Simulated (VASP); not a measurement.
# Al2Ni: relaxation of cell and atoms with PBE

The system is Al2Ni.

```xyz
6
Lattice="0.0000 3.5201 3.5201 3.5201 0.0000 3.5201 3.5201 3.5201 0.0000" Properties=species:S:1:pos:R:3 pbc="T T T"
Al    0.8800    0.8800    0.8800
Al    2.6401    2.6401    0.8800
Al    2.6401    0.8800    2.6401
Al    0.8800    2.6401    2.6401
Ni    5.2802    5.2802    5.2802
Ni    3.5201    3.5201    3.5201
```

The cell was built from a structure type or drawn by symmetry, and may not be a known phase.

```yaml
Program: VASP 6.6.1
Task: relaxation of cell and atoms
Functional: PBE
Potentials_or_basis: VASP PAW PBE potentials, release 64 (Al, Ni)
Cutoff: 600 eV
k_mesh: 10 × 10 × 10
Occupations: gaussian, width 0.1 eV
Spin: no spin polarisation
Dipole_correction: no
Further_INCAR_settings: ALGO = Fast; EDIFF = 1e-06; IBRION = 2; EDIFFG = -0.01; NSW = 100; ISIF = 3
```

| Item | Value |
| --- | --- |
| Relaxed volume | 14.61 Å³/atom |
| Relaxed cell | a = 4.986 Å, b = 4.986 Å, c = 4.986 Å, α = 60.00°, β = 60.00°, γ = 60.00° |
| Space group after relaxing (to 0.1 Å) | Fd-3m (No. 227) |
| Energy gained by relaxing | 35.0 meV/atom |
| Ionic steps | 5 |
| Pressure after relaxing | 0.0 GPa |
| Band gap on the k mesh | zero (bands 16 and 17 overlap by 0.17 eV) |

Step by step:
| step | energy change (eV) | largest force (eV/Å) | pressure (GPa) | volume (Å³) |
| --- | --- | --- | --- | --- |
| 1 | 0.0000 | 0.0000 | 1.48 | 87.24 |
| 2 | -0.2024 | 0.0000 | -1.44 | 88.94 |
| 3 | -0.2043 | 0.0000 | -1.37 | 88.92 |
| 4 | -0.2091 | 0.0000 | -0.59 | 88.10 |
| 5 | -0.2098 | 0.0000 | 0.02 | 87.67 |

Final structure:
```cif
data_structure
_symmetry_space_group_name_H-M 'P 1'
_symmetry_Int_Tables_number 1
_cell_length_a 4.9863
_cell_length_b 4.9863
_cell_length_c 4.9863
_cell_angle_alpha 60.000
_cell_angle_beta 60.000
_cell_angle_gamma 60.000
_cell_volume 87.67
loop_
_atom_site_label
_atom_site_type_symbol
_atom_site_fract_x
_atom_site_fract_y
_atom_site_fract_z
_atom_site_occupancy
Al1 Al 0.12500 0.12500 0.12500 1
Al2 Al 0.12500 0.12500 0.62500 1
Al3 Al 0.12500 0.62500 0.12500 1
Al4 Al 0.62500 0.12500 0.12500 1
Ni1 Ni 0.75000 0.75000 0.75000 1
Ni2 Ni 0.50000 0.50000 0.50000 1
```

Levels at points of the mesh, in eV from the Fermi level:
```tsv
k point	band 12	band 13	band 14	band 15	band 16	band 17	band 18	band 19	band 20
(0.00, 0.00, 0.00)	-1.24	-1.23	-0.15	-0.15	-0.15	-0.06	-0.06	-0.06	1.76
(0.50, 0.00, 0.00)	-1.43	-1.16	-0.94	-0.94	-0.12	-0.12	0.33	1.90	3.30
(0.50, 0.50, 0.00)	-1.57	-1.45	-1.45	-1.02	-1.02	2.76	2.76	3.36	3.36
```

Wall time 3.2 min on 1 thread of Intel(R) Xeon(R) 6975P-C (Granite Rapids), with other jobs on the host, peak memory 0.31 GiB.

Spin polarisation is off, so any magnetic state and its effect on volume and gap are missing.
